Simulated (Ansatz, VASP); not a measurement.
GaSb: VASP beside Ansatz

```xyz
2
Lattice="0.0000 3.1080 3.1080 3.1080 0.0000 3.1080 3.1080 3.1080 0.0000" Properties=species:S:1:pos:R:3 pbc="T T T"
Ga    0.0000    0.0000    0.0000
Sb    1.5540    1.5540    1.5540
```

Alike in both runs: functional PBE; k mesh 12 × 12 × 12; occupations gaussian, width 0.1 eV; non-collinear spin, spin-orbit coupling.

Ansatz relaxed the structure, and its values are those at the end. VASP's run is a single point on that final structure, the one shown.

```csv
,VASP,Ansatz
version,VASP 6.6.1,Ansatz 0.2.0
potentials or method,"VASP PAW PBE potentials, release 64 (Ga_d, Sb), cutoff 520 eV","plane waves, PAW"
valence electrons in the cell,18,28
```

|  | VASP | Ansatz | Ansatz less VASP |
| --- | --- | --- | --- |
| pressure (GPa) | 0.1 | 0.0 | -0.09 |
| net moment per atom (μB) | 0.00 | 0.00 | 0.000 |

With one functional, cell and mesh, what is left measures potentials, basis and numerics. VASP's potentials hold 18 valence electrons a cell and Ansatz's 28, so a difference there can come from the potentials and not from the codes.
